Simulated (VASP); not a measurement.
# Ir (Fm-3m) in VASP: notebook

The runs below take Ir through single point, with LDA.

All numbers are computed with VASP 6.6.1; they aren't measurements. Logs are shortened: lines on timing, memory, paths and dates and some standing lists are left out, and cuts for length are marked.

## Step 1: The cell of the first run

It takes space group Fm-3m (No. 225, cubic). Conventional cell: a = 3.812 Å, b = 3.812 Å, c = 3.812 Å, α = 90.00°, β = 90.00°, γ = 90.00°. Within 3.6 Å of Ir (site symmetry m-3m) lie 12 Ir at 2.70 Å.

## Step 2: Single point, LDA

INCAR reads:

```
SYSTEM = Ir
PREC     = Accurate       ! precision mode
ENCUT    = 520            ! plane-wave cutoff, eV
EDIFF    = 1E-7           ! SCF threshold, eV
ISMEAR   = 0              ! smearing method
SIGMA    = 0.01           ! smearing width, eV
LREAL    = .False.        ! projectors in reciprocal space
LASPH    = .True.         ! aspherical terms in the spheres
NELM     = 100            ! most SCF steps
ALGO     = Normal         ! electronic algorithm
ISIF     = 2              ! what is computed and relaxed
LWAVE    = .False.        ! write WAVECAR
LCHARG   = .True.         ! write CHGCAR
GGA      = CA             ! functional
LELF     = .True.         ! ELF
LVHAR    = .True.       
NBANDS   = 10             ! bands
```

KPOINTS reads:

```
regular mesh
0
Gamma
  14 14 14
  0 0 0
```

POSCAR reads:

```
Ir
1.0
    0.0000000000      1.9060927672      1.9060927672
    1.9060927672      0.0000000000      1.9060927672
    1.9060927672      1.9060927672      0.0000000000
Ir
1
Direct
    0.0000000000      0.0000000000      0.0000000000
```

Potentials or basis: VASP PAW LDA potentials, release 64 (Ir).

Started as:

```
$ cat potpaw_LDA.64/Ir/POTCAR > POTCAR
$ mpirun -np 1 vasp_std > vasp.out
```

OUTCAR:

```text
SYSTEM = Ir
   PREC = Accurate
   ENCUT = 520
   EDIFF = 1E-7
   ISMEAR = 0
   LREAL = .False.
   LASPH = .True.
   NELM = 100
   ISIF = 2
   GGA = CA

 ion  position               nearest neighbor table
   1  0.000  0.000  0.000-

  LATTYP: Found a face centered cubic cell.
 ALAT       =     3.8121855344

  Lattice vectors:

 A1 = (   0.0000000000,   1.9060927672,   1.9060927672)
 A2 = (   1.9060927672,   0.0000000000,   1.9060927672)
 A3 = (   1.9060927672,   1.9060927672,   0.0000000000)

Analysis of symmetry for initial positions (statically):
=====================================================================
 Subroutine PRICEL returns:
 Original cell was already a primitive cell.

 Routine SETGRP: Setting up the symmetry group for a
 face centered cubic supercell.

 Subroutine GETGRP returns: Found 48 space group operations
 (whereof 48 operations were pure point group operations)
 out of a pool of 48 trial point group operations.

The static configuration has the point symmetry O_h .

Analysis of symmetry for dynamics (positions and initial velocities):
=====================================================================
 Subroutine PRICEL returns:
 Original cell was already a primitive cell.

 Routine SETGRP: Setting up the symmetry group for a
 face centered cubic supercell.

 Subroutine GETGRP returns: Found 48 space group operations
 (whereof 48 operations were pure point group operations)
 out of a pool of 48 trial point group operations.

The dynamic configuration has the point symmetry O_h .

 Subroutine INISYM returns: Found 48 space group operations
 (whereof 48 operations are pure point group operations),
 and found     1 'primitive' translations

----------------------------------------------------------------------------------------

                                     Primitive cell

  volume of cell :      13.8504

  direct lattice vectors                    reciprocal lattice vectors
     0.000000000  1.906092767  1.906092767    -0.262316719  0.262316719  0.262316719
     1.906092767  0.000000000  1.906092767     0.262316719 -0.262316719  0.262316719
     1.906092767  1.906092767  0.000000000     0.262316719  0.262316719 -0.262316719

  length of vectors
     2.695622243  2.695622243  2.695622243     0.454345884  0.454345884  0.454345884

  position of ions in fractional coordinates (direct lattice)
     0.000000000  0.000000000  0.000000000

  ion indices of the primitive-cell ions
   primitive index   ion index
                 1           1

----------------------------------------------------------------------------------------

 KPOINTS: regular mesh

Automatic generation of k-mesh.
 Grid dimensions read from file:
 generate k-points for:   14   14   14

 Generating k-lattice:

  Cartesian coordinates                     Fractional coordinates (reciprocal lattice)
    -0.018736908  0.018736908  0.018736908     0.071428571  0.000000000  0.000000000
     0.018736908 -0.018736908  0.018736908     0.000000000  0.071428571  0.000000000
     0.018736908  0.018736908 -0.018736908     0.000000000  0.000000000  0.071428571

  Length of vectors
     0.032453277  0.032453277  0.032453277

  Shift w.r.t. Gamma in fractional coordinates (k-lattice)
     0.000000000  0.000000000  0.000000000

 Subroutine IBZKPT returns following result:
 ===========================================

 Found    104 irreducible k-points:

 Following reciprocal coordinates:
            Coordinates               Weight
  0.000000  0.000000  0.000000      1.000000
  0.071429  0.000000  0.000000      8.000000
  0.142857  0.000000  0.000000      8.000000
  0.214286  0.000000  0.000000      8.000000
  0.285714  0.000000  0.000000      8.000000
  0.357143  0.000000  0.000000      8.000000
[... 16 lines left out ...]
  0.214286  0.142857  0.000000     24.000000
  0.285714  0.142857  0.000000     24.000000
 [... further k-points ...]
   k-points           NKPTS =    104   k-points in BZ     NKDIM =    104   number of bands    NBANDS=     10
   number of dos      NEDOS =    301   number of ions     NIONS =      1
   total plane-waves  NPLWV =   8000
   dimension x,y,z NGX =    20 NGY =   20 NGZ =   20
   dimension x,y,z NGXF=    40 NGYF=   40 NGZF=   40
   ions per type =               1
   NGX,Y,Z   is equivalent  to a cutoff of  12.33, 12.33, 12.33 a.u.
   NGXF,Y,Z  is equivalent  to a cutoff of  24.67, 24.67, 24.67 a.u.
 SYSTEM =  Ir
   PREC   = accura    normal or accurate (medium, high low for compatibility)
   ISTART =      0    job   : 0-new  1-cont  2-samecut
   ICHARG =      2    charge: 1-file 2-atom 10-const
   ISPIN  =      1    spin polarized calculation?
   LNONCOLLINEAR =      F non collinear calculations
   LSORBIT =      F    spin-orbit coupling
   LASPH  =      T    aspherical Exc in radial PAW
   ENCUT  =  520.0 eV  38.22 Ry    6.18 a.u.   5.01  5.01  5.01*2*pi/ulx,y,z
   NELM   =    100;   NELMIN=  2; NELMDL= -5     # of ELM steps
   EDIFF  = 0.1E-06   stopping-criterion for ELM
   LREAL  =      F    real-space projection
   EDIFFG = 0.1E-05   stopping-criterion for IOM
   NSW    =      0    number of steps for IOM
   IBRION =     -1    ionic relax: 0-MD 1-quasi-New 2-CG
   NFREE  =      0    steps in history (QN), initial steepest desc. (CG)
   ISIF   =      2    stress and relaxation
   ISYM   =      2    0-nonsym 1-usesym 2-fastsym
   POTIM  = 0.5000    time-step for ionic-motion
   TEBEG  =    0.0;   TEEND  =   0.0 temperature during run
   PSTRESS=    0.0 pullay stress
   NELECT =       9.0000    total number of electrons
   NUPDOWN=      -1.0000    fix difference up-down
   EMIN   =  10.00;   EMAX   =-10.00  energy-range for DOS
   EFERMI =   0.00;   METHOD = LEGACY
   ISMEAR =     0;   SIGMA  =   0.01  broadening in eV -4-tet -1-fermi 0-gaus
   EFERMI_NEDOS =   21; number of points for ismear=-14 and -15
   IALGO  =     38    algorithm
   IMIX   =      4    mixing-type and parameters
     AMIX     =   0.40;   BMIX     =  1.00
     AMIX_MAG =   1.60;   BMIX_MAG =  1.00
  volume/ion in A,a.u.               =      13.85        93.47
  Fermi-wavevector in a.u.,A,eV,Ry     =   1.417974  2.679583 27.356562  2.010651
  Thomas-Fermi vector in A             =   2.539148
   LORBIT       =      0    0 simple, 1 ext, 2 COOP (PROOUT), +10 PAW based schemes
   GGA     = CA    functional components
   LHFCALC =     F    Hartree Fock is set to
   AEXX    =    0.0000 exact exchange contribution
   IVDW    =     0    specifies the selected vdW correction
   LEPSILON=     F    determine dielectric tensor
   LRPA    =     F    only Hartree local field effects (RPA)
 non-spin polarized calculation
 Gauss-broadening in eV      SIGMA  =   0.01
  energy-cutoff  :      520.00
  volume of cell :       13.85
 maximum number of plane-waves:       388
   NGX =  9   NGY =  9   NGZ =  9

 number of electron       9.0000001 magnetization

 Free energy of the ion-electron system (eV)
  ---------------------------------------------------
  ext. energy  EPLUGINS =         0.00000000
  ---------------------------------------------------
  free energy    TOTEN  =       -10.31255862 eV

  energy without entropy =      -10.31232574  energy(sigma->0) =      -10.31244218

 E-fermi :  10.5683     XC(G=0): -14.2623

 val. band max:       10.5678482027   @ k =   0.4286   0.3571   0.0714
 cond. band min:      10.5721783756   @ k =   0.3571   0.3571   0.0000
 fundamental gap:      0.0043301729
 Fermi energy:        10.5683464417

 k-point     1 :       0.0000    0.0000    0.0000
  band No.  band energies     occupation
      1      -0.6470      2.00000
      2       6.6420      2.00000
      3       6.6420      2.00000
      4       6.6420      2.00000
      5       9.4609      2.00000
      6       9.4609      2.00000
      7      24.9870      0.00000
      8      30.6535      0.00000
      9      30.6535      0.00000
     10      30.6535      0.00000

 k-point     2 :       0.0714    0.0000    0.0000
  band No.  band energies     occupation
      1      -0.4152      2.00000
      2       6.5190      2.00000
      3       6.7427      2.00000
      4       6.7427      2.00000
      5       9.3956      2.00000
      6       9.3956      2.00000
      7      25.3907      0.00000
      8      29.5289      0.00000
      9      31.0402      0.00000
     10      31.0402      0.00000

 k-point     3 :       0.1429    0.0000    0.0000
  band No.  band energies     occupation
      1       0.2370      2.00000
      2       6.2405      2.00000
      3       6.9773      2.00000
      4       6.9773      2.00000
      5       9.2922      2.00000
      6       9.2922      2.00000
      7      26.4061      0.00000
      8      27.6058      0.00000
      9      32.1426      0.00000
     10      32.1426      0.00000

 k-point     4 :       0.2143    0.0000    0.0000
  band No.  band energies     occupation
      1       1.1465      2.00000
      2       6.0637      2.00000
      3       7.1289      2.00000
      4       7.1289      2.00000
      5       9.4155      2.00000
      6       9.4155      2.00000
      7      25.5348      0.00000
      8      27.5591      0.00000
      9      33.7804      0.00000
     10      33.7804      0.00000
[... 222 lines left out ...]
 k-point    22 :       0.1429    0.1429    0.0000
  band No.  band energies     occupation
      1       0.5416      2.00000
      2       5.7874      2.00000
      3       7.3433      2.00000
      4       7.3433      2.00000
      5       8.4742      2.00000
      6       9.8200      2.00000
      7      27.0402      0.00000
      8      28.9304      0.00000
      9      30.9059      0.00000
     10      30.9059      0.00000

 k-point    23 :       0.2143    0.1429    0.0000
  band No.  band energies     occupation
      1       1.2588      2.00000
      2       5.4360      2.00000
      3       7.4794      2.00000
      4       7.6722      2.00000
      5       8.3883      2.00000
      6      10.0241      2.00000
      7      27.7080      0.00000
      8      28.1541      0.00000
      9      30.9617      0.00000
     10      31.5295      0.00000

 k-point    24 :       0.2857    0.1429    0.0000
  band No.  band energies     occupation
      1       2.1483      2.00000
      2       5.2604      2.00000
      3       7.0379      2.00000
      4       7.8035      2.00000
      5       9.2038      2.00000
      6      10.4380      2.00000
      7      25.7612      0.00000
      8      28.6865      0.00000
      9      30.9190      0.00000
     10      31.8583      0.00000

 [... further k-points ...]
[... 5 lines left out ...]
  --------------------------------------------------------------------------------------
  -------------------------------------------------------------------------------------
  Total        0.2097838      0.2097838      0.2097838      0.0000000      0.0000000     -0.0000000
  in kB       24.2672460     24.2672460     24.2672460      0.0000000      0.0000000     -0.0000000
  external PRESSURE =      24.2672460 kB  Pullay stress =       0.0000000 kB

 VOLUME and BASIS-vectors are now :
 -----------------------------------------------------------------------------
  energy-cutoff  :      520.00
  volume of cell :       13.85
      direct lattice vectors                 reciprocal lattice vectors
     0.000000000  1.906092767  1.906092767    -0.262316719  0.262316719  0.262316719
     1.906092767  0.000000000  1.906092767     0.262316719 -0.262316719  0.262316719
     1.906092767  1.906092767  0.000000000     0.262316719  0.262316719 -0.262316719

 POSITION                                       TOTAL-FORCE (eV/Angst)
 -----------------------------------------------------------------------------------
      0.00000      0.00000      0.00000         0.000000     -0.000000      0.000000
 -----------------------------------------------------------------------------------
    total drift:                                0.000000      0.000000     -0.000000

  FREE ENERGIE OF THE ION-ELECTRON SYSTEM (eV)
  ---------------------------------------------------
  free  energy   TOTEN  =       -10.3125586210 eV

  energy  without entropy=      -10.3123257371  energy(sigma->0) =      -10.31244218
```

Wall time 8.1 s (1 thread of Intel Xeon 6975P-C, shared host); peak memory 0.13 GiB.

What came out:

```
Free energy : -10.3126 eV
Pressure    : 2.4 GPa
```

Caveat: spin-orbit coupling is left out, which moves the levels of the heavy elements.

(Continued in part 2 of 2.)
